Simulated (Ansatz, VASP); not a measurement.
## Two plane-wave programs on Zr

File INCAR:

```
PREC = Accurate
ENCUT = 520
EDIFF = 1E-7
ISMEAR = 0
SIGMA = 0.1
LREAL = F
LASPH = T
NELM = 60
ALGO = Normal
ISIF = 2
LWAVE = F
LCHARG = T
GGA = PE
LELF = T
LVHAR = T
NBANDS = 12
```

Contents of KPOINTS:

```
Automatic mesh
0
Gamma
  8 8 8
```

POSCAR

```
Zr
1.0
    0.0000000000      2.2646202716      2.2646202716
    2.2646202716      0.0000000000      2.2646202716
    2.2646202716      2.2646202716      0.0000000000
Zr
1
Direct
    0.0000000000      0.0000000000      0.0000000000
```

Input for Ansatz:

```yaml
crystal:
  lattice:
    - [0.0, 2.2646202716, 2.2646202716]
    - [2.2646202716, 0.0, 2.2646202716]
    - [2.2646202716, 2.2646202716, 0.0]
  atoms:
    - { symbol: Zr, position: [0.0, 0.0, 0.0] }
basis:
  ecutwfc: "35 Ry"
  ecutrho_ratio: 5
kpoints:
  mp_grid: { grid: [8, 8, 8] }
  band_path: { path: [VBM, CBM], npoints: 5 }
hamiltonian:
  xc: pbe
scf:
  occupations: { method: gaussian, width: 0.1 }
  mixing: { algorithm: msr1, ndim: 4 }
  convergence: { dr2_threshold: "1e-11 eV" }
  max_iter: 87
output:
  forces: true
  stress: true
  eigenvalues: true
```

Alike in both runs: task single point; functional PBE; k mesh 8 × 8 × 8; occupations gaussian, width 0.1 eV; no spin polarisation.

```csv
,VASP,Ansatz
version,VASP 6.6.1,Ansatz 0.2.0
potentials or method,"VASP PAW PBE potentials, release 64 (Zr_sv), cutoff 520 eV","scalar-relativistic, plane waves, PAW"
valence electrons in the cell,12,12
```

|  | VASP | Ansatz | Ansatz less VASP |
| --- | --- | --- | --- |
| gap on the k mesh at the Fermi level (eV) | none | none | - |
| pressure (GPa) | -0.6 | -0.6 | -0.02 |

A gap of «none» marks a metal or a gap that the smearing closes. With one functional, cell and mesh, what is left measures potentials, basis and numerics. Ansatz's warnings: band edges overlap.
